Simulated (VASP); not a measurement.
# HfN (R3m) in VASP: notebook, part 2 of 3

VASP 6.6.1. The steps go on from the part before.

## (3) Single point, PBEsol

INCAR reads:

```
PREC = Accurate ; ENCUT = 520
EDIFF = 1E-7 ; ISMEAR = 0
SIGMA = 0.15 ; LREAL = F
LASPH = T ; NELM = 60
ALGO = Normal ; ISIF = 2
LWAVE = F ; LCHARG = F
GGA = PS ; NBANDS = 14
```

KPOINTS reads:

```
Automatic mesh
0
Gamma
  16 16 16
```

POSCAR reads:

```
HfN
1.0
    0.0000000000      2.4548220000      2.4548220000
    2.4548220000      0.0000000000      2.4548220000
    2.4548220000      2.4548220000      0.0000000000
Hf N
1 1
Direct
    0.0000000000      0.0000000000      0.0000000000
    0.7235410937      0.7588196354      0.7588196354
```

Potentials or basis: VASP PAW PBE potentials, release 64 (Hf_pv, N).

Started as:

```
$ cat potpaw_PBE.64/Hf_pv/POTCAR potpaw_PBE.64/N/POTCAR > POTCAR
$ mpirun -np 1 vasp_std > vasp.out
```

OUTCAR:

```text
PREC = Accurate
   ENCUT = 520
   EDIFF = 1E-7
   ISMEAR = 0
   LREAL = F
   LASPH = T
   NELM = 60
   ISIF = 2
   GGA = PS

 ion  position               nearest neighbor table
   1  0.000  0.000  0.000-   2 2.05   2 2.15   2 2.15   2 2.15
   2  0.724  0.759  0.759-   1 2.05   1 2.15   1 2.15   1 2.15

  LATTYP: Found a face centered cubic cell.
 ALAT       =     4.9096440000

  Lattice vectors:

 A1 = (   0.0000000000,   2.4548220000,   2.4548220000)
 A2 = (   2.4548220000,   0.0000000000,   2.4548220000)
 A3 = (   2.4548220000,   2.4548220000,   0.0000000000)

Analysis of symmetry for initial positions (statically):
=====================================================================
 Subroutine PRICEL returns:
 Original cell was already a primitive cell.

 Routine SETGRP: Setting up the symmetry group for a
 face centered cubic supercell.

 Subroutine GETGRP returns: Found  6 space group operations
 (whereof  6 operations were pure point group operations)
 out of a pool of 48 trial point group operations.

The static configuration has the point symmetry C_3v.

Analysis of symmetry for dynamics (positions and initial velocities):
=====================================================================
 Subroutine PRICEL returns:
 Original cell was already a primitive cell.

 Routine SETGRP: Setting up the symmetry group for a
 face centered cubic supercell.

 Subroutine GETGRP returns: Found  6 space group operations
 (whereof  6 operations were pure point group operations)
 out of a pool of 48 trial point group operations.

The dynamic configuration has the point symmetry C_3v.

 Subroutine INISYM returns: Found  6 space group operations
 (whereof  6 operations are pure point group operations),
 and found     1 'primitive' translations

----------------------------------------------------------------------------------------

                                     Primitive cell

  volume of cell :      29.5863

  direct lattice vectors                    reciprocal lattice vectors
     0.000000000  2.454822000  2.454822000    -0.203680756  0.203680756  0.203680756
     2.454822000  0.000000000  2.454822000     0.203680756 -0.203680756  0.203680756
     2.454822000  2.454822000  0.000000000     0.203680756  0.203680756 -0.203680756

  length of vectors
     3.471642566  3.471642566  3.471642566     0.352785417  0.352785417  0.352785417

  position of ions in fractional coordinates (direct lattice)
     0.000000000  0.000000000  0.000000000
     0.723541094  0.758819635  0.758819635

  ion indices of the primitive-cell ions
   primitive index   ion index
                 1           1
                 2           2

----------------------------------------------------------------------------------------

 KPOINTS: Automatic mesh

Automatic generation of k-mesh.
 Grid dimensions read from file:
 generate k-points for:   16   16   16

 Generating k-lattice:

  Cartesian coordinates                     Fractional coordinates (reciprocal lattice)
    -0.012730047  0.012730047  0.012730047     0.062500000  0.000000000  0.000000000
     0.012730047 -0.012730047  0.012730047     0.000000000  0.062500000  0.000000000
     0.012730047  0.012730047 -0.012730047     0.000000000  0.000000000  0.062500000

  Length of vectors
     0.022049089  0.022049089  0.022049089

  Shift w.r.t. Gamma in fractional coordinates (k-lattice)
     0.000000000  0.000000000  0.000000000

 Subroutine IBZKPT returns following result:
 ===========================================

 Found    417 irreducible k-points:

 Following reciprocal coordinates:
            Coordinates               Weight
  0.000000  0.000000  0.000000      1.000000
  0.062500  0.000000  0.000000      2.000000
  0.000000  0.062500  0.000000      6.000000
  0.125000  0.000000  0.000000      2.000000
  0.000000  0.125000  0.000000      6.000000
  0.187500  0.000000  0.000000      2.000000
[... 16 lines left out ...]
  0.000000  0.187500  0.062500     12.000000
  0.062500  0.000000  0.187500      6.000000
 [... further k-points ...]
   k-points           NKPTS =    417   k-points in BZ     NKDIM =    417   number of bands    NBANDS=     14
   number of dos      NEDOS =    301   number of ions     NIONS =      2
   total plane-waves  NPLWV =  21952
   dimension x,y,z NGX =    28 NGY =   28 NGZ =   28
   dimension x,y,z NGXF=    56 NGYF=   56 NGZF=   56
   ions per type =               1   1
   NGX,Y,Z   is equivalent  to a cutoff of  13.41, 13.41, 13.41 a.u.
   NGXF,Y,Z  is equivalent  to a cutoff of  26.82, 26.82, 26.82 a.u.
 SYSTEM =  unknown system
   PREC   = accura    normal or accurate (medium, high low for compatibility)
   ISTART =      0    job   : 0-new  1-cont  2-samecut
   ICHARG =      2    charge: 1-file 2-atom 10-const
   ISPIN  =      1    spin polarized calculation?
   LNONCOLLINEAR =      F non collinear calculations
   LSORBIT =      F    spin-orbit coupling
   LASPH  =      T    aspherical Exc in radial PAW
   ENCUT  =  520.0 eV  38.22 Ry    6.18 a.u.   6.45  6.45  6.45*2*pi/ulx,y,z
   NELM   =     60;   NELMIN=  2; NELMDL= -5     # of ELM steps
   EDIFF  = 0.1E-06   stopping-criterion for ELM
   LREAL  =      F    real-space projection
   EDIFFG = 0.1E-05   stopping-criterion for IOM
   NSW    =      0    number of steps for IOM
   IBRION =     -1    ionic relax: 0-MD 1-quasi-New 2-CG
   NFREE  =      0    steps in history (QN), initial steepest desc. (CG)
   ISIF   =      2    stress and relaxation
   ISYM   =      2    0-nonsym 1-usesym 2-fastsym
   POTIM  = 0.5000    time-step for ionic-motion
   TEBEG  =    0.0;   TEEND  =   0.0 temperature during run
   PSTRESS=    0.0 pullay stress
   NELECT =      15.0000    total number of electrons
   NUPDOWN=      -1.0000    fix difference up-down
   EMIN   =  10.00;   EMAX   =-10.00  energy-range for DOS
   EFERMI =   0.00;   METHOD = LEGACY
   ISMEAR =     0;   SIGMA  =   0.15  broadening in eV -4-tet -1-fermi 0-gaus
   EFERMI_NEDOS =   21; number of points for ismear=-14 and -15
   IALGO  =     38    algorithm
   IMIX   =      4    mixing-type and parameters
     AMIX     =   0.40;   BMIX     =  1.00
     AMIX_MAG =   1.60;   BMIX_MAG =  1.00
  volume/ion in A,a.u.               =      14.79        99.83
  Fermi-wavevector in a.u.,A,eV,Ry     =   1.305395  2.466839 23.185087  1.704056
  Thomas-Fermi vector in A             =   2.436267
   LORBIT       =      0    0 simple, 1 ext, 2 COOP (PROOUT), +10 PAW based schemes
   GGA     = PS    functional components
   LHFCALC =     F    Hartree Fock is set to
   AEXX    =    0.0000 exact exchange contribution
   IVDW    =     0    specifies the selected vdW correction
   LEPSILON=     F    determine dielectric tensor
   LRPA    =     F    only Hartree local field effects (RPA)
 non-spin polarized calculation
 Gauss-broadening in eV      SIGMA  =   0.15
  energy-cutoff  :      520.00
  volume of cell :       29.59
 maximum number of plane-waves:       821
 NGX is ok and might be reduce to    28
   NGX = 13   NGY = 13   NGZ = 13

 number of electron      15.0000001 magnetization

 Free energy of the ion-electron system (eV)
  ---------------------------------------------------
  ext. energy  EPLUGINS =         0.00000000
  ---------------------------------------------------
  free energy    TOTEN  =       -22.22046243 eV

  energy without entropy =      -22.21231607  energy(sigma->0) =      -22.21638925

 E-fermi :   5.5947     XC(G=0): -11.3955

 val. band max:        5.5812914028   @ k =   0.0625  -0.4375   0.2500
 cond. band min:       5.5961818504   @ k =   0.3125   0.1875   0.0000
 fundamental gap:      0.0148904476
 Fermi energy:         5.5946504328

 k-point     1 :       0.0000    0.0000    0.0000
  band No.  band energies     occupation
      1     -25.4655      2.00000
      2     -25.4473      2.00000
      3     -25.4473      2.00000
      4     -10.4989      2.00000
      5       0.0389      2.00000
      6       0.2093      2.00000
      7       0.2093      2.00000
      8       4.8602      2.00000
      9       7.7969      0.00000
     10       7.7969      0.00000
     11      11.9549      0.00000
     12      11.9549      0.00000
     13      12.7320      0.00000
     14      17.9804      0.00000
[... 375 lines left out ...]
 k-point    24 :       0.0625    0.0000    0.1875
  band No.  band energies     occupation
      1     -25.5729      2.00000
      2     -25.4850      2.00000
      3     -25.4718      2.00000
      4     -10.1703      2.00000
      5      -0.3493      2.00000
      6       0.2746      2.00000
      7       0.4055      2.00000
      8       6.2550      0.00000
      9       7.1543      0.00000
     10       7.8444      0.00000
     11      11.5087      0.00000
     12      12.3016      0.00000
     13      13.0628      0.00000
     14      16.0098      0.00000

 [... further k-points ...]
[... 5 lines left out ...]
  --------------------------------------------------------------------------------------
  -------------------------------------------------------------------------------------
  Total       -0.9739827     -0.9739827     -0.9739827     -0.4738021      0.4738021     -0.4738021
  in kB      -52.7438474    -52.7438474    -52.7438474    -25.6576911     25.6576911    -25.6576911
  external PRESSURE =     -52.7438474 kB  Pullay stress =       0.0000000 kB

 VOLUME and BASIS-vectors are now :
 -----------------------------------------------------------------------------
  energy-cutoff  :      520.00
  volume of cell :       29.59
      direct lattice vectors                 reciprocal lattice vectors
     0.000000000  2.454822000  2.454822000    -0.203680756  0.203680756  0.203680756
     2.454822000  0.000000000  2.454822000     0.203680756 -0.203680756  0.203680756
     2.454822000  2.454822000  0.000000000     0.203680756  0.203680756 -0.203680756

 POSITION                                       TOTAL-FORCE (eV/Angst)
 -----------------------------------------------------------------------------------
      0.00000      0.00000      0.00000         0.566974     -0.566974     -0.566974
      3.72553      3.63893      3.63893        -0.566974      0.566974      0.566974
 -----------------------------------------------------------------------------------
    total drift:                                0.000024     -0.000024     -0.000024

  FREE ENERGIE OF THE ION-ELECTRON SYSTEM (eV)
  ---------------------------------------------------
  free  energy   TOTEN  =       -22.2204624311 eV

  energy  without entropy=      -22.2123160726  energy(sigma->0) =      -22.21638925
```

OSZICAR:

```text
N       E                     dE             d eps       ncg     rms          rms(c)
DAV:   1     0.408594346059E+02    0.40859E+02   -0.76951E+03 11676   0.975E+02
DAV:   2    -0.230759519547E+02   -0.63935E+02   -0.59831E+02 15860   0.232E+02
DAV:   3    -0.255410064786E+02   -0.24651E+01   -0.24559E+01 13392   0.379E+01
DAV:   4    -0.255549071194E+02   -0.13901E-01   -0.13899E-01 13902   0.339E+00
DAV:   5    -0.255550482206E+02   -0.14110E-03   -0.14110E-03 13488   0.301E-01    0.548E+01
DAV:   6    -0.223712195430E+02    0.31838E+01   -0.11741E+01 12816   0.236E+01    0.396E+01
DAV:   7    -0.222498073057E+02    0.12141E+00   -0.69345E-01 12258   0.730E+00    0.246E+01
DAV:   8    -0.222283980496E+02    0.21409E-01   -0.10929E-01 13644   0.292E+00    0.624E+00
DAV:   9    -0.222206748311E+02    0.77232E-02   -0.21070E-02 13116   0.108E+00    0.176E+00
DAV:  10    -0.222205110883E+02    0.16374E-03   -0.16627E-03 13884   0.362E-01    0.354E-01
DAV:  11    -0.222204644458E+02    0.46643E-04   -0.14096E-04 13086   0.109E-01    0.805E-02
DAV:  12    -0.222204625050E+02    0.19408E-05   -0.19836E-05 15564   0.344E-02    0.203E-02
DAV:  13    -0.222204624311E+02    0.73862E-07   -0.75060E-07 12822   0.806E-03
   1 F= -.22220462E+02 E0= -.22216389E+02  d E =-.814636E-02
```

stdout:

```text
POSCAR found type information on POSCAR HfN
 POSCAR found :  2 types and       2 ions
 scaLAPACK will be used
 -----------------------------------------------------------------------------
|                                                                             |
|                                                                             |
|     You enforced a specific xc type in the INCAR file but a different       |
|     I HOPE YOU KNOW WHAT YOU ARE DOING!                                     |
|                                                                             |
 -----------------------------------------------------------------------------

 LDA part: xc-table for (Slater+PW92), standard interpolation
 POSCAR, INCAR and KPOINTS ok, starting setup
 FFT: planning ... GRIDC
 FFT: planning ... GRID_SOFT
 FFT: planning ... GRID
 WAVECAR not read
 entering main loop
```

Wall time 2 min (1 thread of Intel Xeon Platinum 8124M at 3.00GHz (Skylake/Cascade Lake), shared host); peak memory 0.3 GiB.

Results:

```yaml
Free_energy: -22.2205 eV
Pressure: -5.3 GPa
Largest_force: 0.982 eV/Å
```

Forces on the atoms (eV/Å):
```
Hf   0.567 -0.567 -0.567
N   -0.567  0.567  0.567
```

Stress tensor (GPa, compression positive):
```
-5.27 -2.57 -2.57
-2.57 -5.27  2.57
-2.57  2.57 -5.27
```

Caveat: the cell differs from its parent crystal (all N atoms moved +0.075 Å, as atom 2 towards its neighbour atom 1 (Hf) at 2.126 Å); the PAW data sets were made with another functional, which shifts forces and pressure a little; spin-orbit coupling is left out, which moves the levels of the heavy elements.

(Part 2 of 3 ends here.)
